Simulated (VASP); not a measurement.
# Cd3HgSe4 (P-43m) in VASP: relaxation of cell and atoms with PBE

Aim: the relaxation of cell and atoms of Cd3HgSe4 with PBE.

Everything below comes from runs of VASP 6.6.1. Logs are shortened: lines on timing, memory, paths and dates and some standing lists are left out, and cuts for length are marked.

### Step 1. The cell of the first run

Symmetry: P-43m, No. 215, cubic system. Conventional cell: a = 6.223 Å, b = 6.223 Å, c = 6.223 Å, α = 90.00°, β = 90.00°, γ = 90.00°. Within 3.5 Å of Cd (site symmetry -42m) lie 4 Se at 2.69 Å. Within 3.6 Å of Hg (site symmetry -43m) lie 4 Se at 2.72 Å. Se (site symmetry 3m) has 3 Cd at 2.69 Å and 1 Hg at 2.72 Å within 3.5 Å.

### Step 2. Relaxation of cell and atoms, PBE

File INCAR:

```
SYSTEM = Cd3HgSe4
ALGO = Normal
EDIFF = 1E-6
EDIFFG = -0.01
ENCUT = 600
GGA = PE
IBRION = 2
ISIF = 3
ISMEAR = 0
LASPH = .True.
LCHARG = .False.
LREAL = .False.
LWAVE = .False.
NELM = 80
NSW = 100
PREC = Accurate
SIGMA = 0.01
```

File KPOINTS:

```
k-points
0
Gamma
  6 6 6
  0 0 0
```

File POSCAR:

```
Cd3HgSe4
1.0
    6.2228092358      0.0000000000      0.0000000000
    0.0000000000      6.2228092358      0.0000000000
    0.0000000000      0.0000000000      6.2228092358
Cd Hg Se
3 1 4
Direct
    0.5000000000      0.0000000000      0.0000000000
    0.0000000000      0.0000000000      0.5000000000
    0.0000000000      0.5000000000      0.0000000000
    0.5000000000      0.5000000000      0.5000000000
    0.7519845934      0.2480154066      0.7519845934
    0.7519845934      0.7519845934      0.2480154066
    0.2480154066      0.2480154066      0.2480154066
    0.2480154066      0.7519845934      0.7519845934
```

Potentials or basis: VASP PAW PBE potentials, release 64 (Cd, Hg, Se).

Started as:

```
cat potpaw_PBE.64/Cd/POTCAR potpaw_PBE.64/Hg/POTCAR potpaw_PBE.64/Se/POTCAR > POTCAR
mpirun -np 1 vasp_std > vasp.out
```

OUTCAR:

```text
SYSTEM = Cd3HgSe4
   EDIFF = 1E-6
   EDIFFG = -0.01
   ENCUT = 600
   GGA = PE
   IBRION = 2
   ISIF = 3
   ISMEAR = 0
   LASPH = .True.
   LREAL = .False.
   NELM = 80
   NSW = 100
   PREC = Accurate

 ion  position               nearest neighbor table
   1  0.500  0.000  0.000-   5 2.69   6 2.69   7 2.69   8 2.69
   2  0.000  0.000  0.500-   5 2.69   6 2.69   7 2.69   8 2.69
   3  0.000  0.500  0.000-   5 2.69   6 2.69   7 2.69   8 2.69
   4  0.500  0.500  0.500-   5 2.72   6 2.72   7 2.72   8 2.72
   5  0.752  0.248  0.752-   1 2.69   2 2.69   3 2.69   4 2.72
   6  0.752  0.752  0.248-   1 2.69   2 2.69   3 2.69   4 2.72
   7  0.248  0.248  0.248-   1 2.69   2 2.69   3 2.69   4 2.72
   8  0.248  0.752  0.752-   1 2.69   2 2.69   3 2.69   4 2.72

  LATTYP: Found a simple cubic cell.
 ALAT       =     6.2228092358

  Lattice vectors:

 A1 = (   6.2228092358,   0.0000000000,   0.0000000000)
 A2 = (   0.0000000000,   6.2228092358,   0.0000000000)
 A3 = (   0.0000000000,   0.0000000000,   6.2228092358)

Analysis of symmetry for initial positions (statically):
=====================================================================
 Subroutine PRICEL returns:
 Original cell was already a primitive cell.

 Routine SETGRP: Setting up the symmetry group for a
 simple cubic supercell.

 Subroutine GETGRP returns: Found 24 space group operations
 (whereof 24 operations were pure point group operations)
 out of a pool of 48 trial point group operations.

The static configuration has the point symmetry T_d .

Analysis of symmetry for dynamics (positions and initial velocities):
=====================================================================
 Subroutine PRICEL returns:
 Original cell was already a primitive cell.

 Routine SETGRP: Setting up the symmetry group for a
 simple cubic supercell.

 Subroutine GETGRP returns: Found 24 space group operations
 (whereof 24 operations were pure point group operations)
 out of a pool of 48 trial point group operations.

The dynamic configuration has the point symmetry T_d .

 Subroutine INISYM returns: Found 24 space group operations
 (whereof 24 operations are pure point group operations),
 and found     1 'primitive' translations

----------------------------------------------------------------------------------------

                                     Primitive cell

  volume of cell :     240.9680

  direct lattice vectors                    reciprocal lattice vectors
     6.222809236  0.000000000  0.000000000     0.160699125  0.000000000  0.000000000
     0.000000000  6.222809236  0.000000000     0.000000000  0.160699125  0.000000000
     0.000000000  0.000000000  6.222809236     0.000000000  0.000000000  0.160699125

  length of vectors
     6.222809236  6.222809236  6.222809236     0.160699125  0.160699125  0.160699125

  position of ions in fractional coordinates (direct lattice)
     0.500000000  0.000000000  0.000000000
     0.000000000  0.000000000  0.500000000
     0.000000000  0.500000000  0.000000000
     0.500000000  0.500000000  0.500000000
     0.751984593  0.248015407  0.751984593
     0.751984593  0.751984593  0.248015407
     0.248015407  0.248015407  0.248015407
     0.248015407  0.751984593  0.751984593

  ion indices of the primitive-cell ions
   primitive index   ion index
                 1           1
                 2           2
                 3           3
                 4           4
                 5           5
                 6           6
                 7           7
                 8           8

[... 82 lines left out ...]
   EFERMI_NEDOS =   21; number of points for ismear=-14 and -15
   IALGO  =     38    algorithm
   IMIX   =      4    mixing-type and parameters
     AMIX     =   0.40;   BMIX     =  1.00
     AMIX_MAG =   1.60;   BMIX_MAG =  1.00
  volume/ion in A,a.u.               =      30.12       203.27
  Fermi-wavevector in a.u.,A,eV,Ry     =   1.094458  2.068226 16.297585  1.197839
  Thomas-Fermi vector in A             =   2.230763
   LORBIT       =      0    0 simple, 1 ext, 2 COOP (PROOUT), +10 PAW based schemes
   GGA     = PE    functional components
   LHFCALC =     F    Hartree Fock is set to
   AEXX    =    0.0000 exact exchange contribution
   IVDW    =     0    specifies the selected vdW correction
   LEPSILON=     F    determine dielectric tensor
   LRPA    =     F    only Hartree local field effects (RPA)
 conjugate gradient relaxation of ions
 non-spin polarized calculation
 Gauss-broadening in eV      SIGMA  =   0.01
  energy-cutoff  :      600.00
  volume of cell :      240.97
 maximum number of plane-waves:      8121
 NGX is ok and might be reduce to    50
   NGX = 25   NGY = 25   NGZ = 25

--------------------------------------- Ionic step        1  -------------------------------------------

 number of electron      72.0000030 magnetization

 Free energy of the ion-electron system (eV)
  ---------------------------------------------------
  ext. energy  EPLUGINS =         0.00000000
  ---------------------------------------------------
  free energy    TOTEN  =       -20.56441109 eV

  energy without entropy =      -20.56441109  energy(sigma->0) =      -20.56441109

------------------------ aborting loop because EDIFF is reached ----------------------------------------

  FORCE on cell =-STRESS in cart. coord.  units (eV):
  Direction    XX          YY          ZZ          XY          YZ          ZX
  --------------------------------------------------------------------------------------
  -------------------------------------------------------------------------------------
  Total       -0.0274993     -0.0274993     -0.0274993      0.0000000      0.0000000     -0.0000000
  in kB       -0.1828405     -0.1828405     -0.1828405      0.0000000      0.0000000     -0.0000000
  external PRESSURE =      -0.1828405 kB  Pullay stress =       0.0000000 kB

 VOLUME and BASIS-vectors are now :
 -----------------------------------------------------------------------------
  energy-cutoff  :      600.00
  volume of cell :      240.97
      direct lattice vectors                 reciprocal lattice vectors
     6.222809236  0.000000000  0.000000000     0.160699125  0.000000000  0.000000000
     0.000000000  6.222809236  0.000000000     0.000000000  0.160699125  0.000000000
     0.000000000  0.000000000  6.222809236     0.000000000  0.000000000  0.160699125

 POSITION                                       TOTAL-FORCE (eV/Angst)
 -----------------------------------------------------------------------------------
      3.11140      0.00000      0.00000        -0.000000      0.000000      0.000000
      0.00000      0.00000      3.11140        -0.000000      0.000000      0.000000
      0.00000      3.11140      0.00000        -0.000000     -0.000000      0.000000
      3.11140      3.11140      3.11140        -0.000000      0.000000      0.000000
      4.67946      1.54335      4.67946        -0.008800      0.008800     -0.008800
      4.67946      4.67946      1.54335        -0.008800     -0.008800      0.008800
      1.54335      1.54335      1.54335         0.008800      0.008800      0.008800
      1.54335      4.67946      4.67946         0.008800     -0.008800     -0.008800
 -----------------------------------------------------------------------------------
    total drift:                                0.000000      0.000000      0.000000

  FREE ENERGIE OF THE ION-ELECTRON SYSTEM (eV)
  ---------------------------------------------------
  free  energy   TOTEN  =       -20.5644110921 eV

  energy  without entropy=      -20.5644110921  energy(sigma->0) =      -20.56441109

--------------------------------------- Ionic step        2  -------------------------------------------

 number of electron      72.0000030 magnetization

 Free energy of the ion-electron system (eV)
  ---------------------------------------------------
  ext. energy  EPLUGINS =         0.00000000
  ---------------------------------------------------
  free energy    TOTEN  =       -20.56445875 eV

  energy without entropy =      -20.56445875  energy(sigma->0) =      -20.56445875

 E-fermi :   0.6354     XC(G=0):  -8.6175

 val. band max:        0.5943835145   @ k =   0.0000   0.0000   0.0000
 cond. band min:       0.6794769506   @ k =   0.0000   0.0000   0.0000
 fundamental gap:      0.0850934361
 Fermi energy:         0.6354462560

 k-point     1 :       0.0000    0.0000    0.0000
  band No.  band energies     occupation
      1     -11.8305      2.00000
      2     -11.3844      2.00000
      3     -11.3844      2.00000
      4     -11.3844      2.00000
      5      -7.2007      2.00000
      6      -7.2007      2.00000
[... 909 lines left out ...]
     42       6.8990      0.00000
     43       6.8992      0.00000

------------------------ aborting loop because EDIFF is reached ----------------------------------------

  FORCE on cell =-STRESS in cart. coord.  units (eV):
  Direction    XX          YY          ZZ          XY          YZ          ZX
  --------------------------------------------------------------------------------------
  -------------------------------------------------------------------------------------
  Total        0.0005873      0.0005873      0.0005873      0.0000000     -0.0000000     -0.0000000
  in kB        0.0039069      0.0039069      0.0039069      0.0000000     -0.0000000     -0.0000000
  external PRESSURE =       0.0039069 kB  Pullay stress =       0.0000000 kB

 VOLUME and BASIS-vectors are now :
 -----------------------------------------------------------------------------
  energy-cutoff  :      600.00
  volume of cell :      240.85
      direct lattice vectors                 reciprocal lattice vectors
     6.221777309  0.000000000 -0.000000000     0.160725778 -0.000000000 -0.000000000
     0.000000000  6.221777309 -0.000000000    -0.000000000  0.160725778 -0.000000000
     0.000000000  0.000000000  6.221777309     0.000000000  0.000000000  0.160725778

 POSITION                                       TOTAL-FORCE (eV/Angst)
 -----------------------------------------------------------------------------------
      3.11089      0.00000     -0.00000         0.000000     -0.000000      0.000000
      6.22178      0.00000      3.11089         0.000000      0.000000      0.000000
      6.22178      3.11089     -0.00000         0.000000      0.000000      0.000000
      3.11089      3.11089      3.11089         0.000000      0.000000      0.000000
      4.67826      1.54352      4.67826        -0.005669      0.005669     -0.005669
      4.67826      4.67826      1.54352        -0.005669     -0.005669      0.005669
      1.54352      1.54352      1.54352         0.005669      0.005669      0.005669
      1.54352      4.67826      4.67826         0.005669     -0.005669     -0.005669
 -----------------------------------------------------------------------------------
    total drift:                                0.000000      0.000000      0.000000

  FREE ENERGIE OF THE ION-ELECTRON SYSTEM (eV)
  ---------------------------------------------------
  free  energy   TOTEN  =       -20.5644587468 eV

  energy  without entropy=      -20.5644587468  energy(sigma->0) =      -20.56445875

 reached required accuracy - stopping structural energy minimisation
```

Run time: 2.7 min. Hardware: 1 thread of Intel Xeon 6975P-C (Granite Rapids), shared host; peak memory 0.52 GiB.

Results:

- Free energy: -20.5645 eV
- Relaxed volume: 30.11 Å³/atom
- Relaxed cell: a = 6.222 Å, b = 6.222 Å, c = 6.222 Å, α = 90.00°, β = 90.00°, γ = 90.00°
- Space group after relaxing (to 0.1 Å): P-43m (No. 215)
- Energy gained by relaxing: 0.0 meV/atom
- Ionic steps: 2
- Pressure after relaxing: 0.0 GPa
- Largest force after relaxing: 0.010 eV/Å
- Band gap on the k mesh: 0.09 eV

Forces in eV/Å, atoms in the order of the input:
```
Cd   0.000  0.000  0.000
Cd   0.000  0.000  0.000
Cd   0.000  0.000  0.000
Hg   0.000  0.000  0.000
Se  -0.006  0.006 -0.006
Se  -0.006 -0.006  0.006
Se   0.006  0.006  0.006
Se   0.006 -0.006 -0.006
```

Final structure:
```
Cd Hg Se
1.0
     6.22178    0.00000    0.00000
     0.00000    6.22178    0.00000
     0.00000    0.00000    6.22178
Cd Hg Se
3 1 4
Direct
  0.50000 0.00000 0.00000
  0.00000 0.00000 0.50000
  0.00000 0.50000 0.00000
  0.50000 0.50000 0.50000
  0.75192 0.24808 0.75192
  0.75192 0.75192 0.24808
  0.24808 0.24808 0.24808
  0.24808 0.75192 0.75192
```

Caveat: spin-orbit coupling is left out, which moves the levels of the heavy elements.
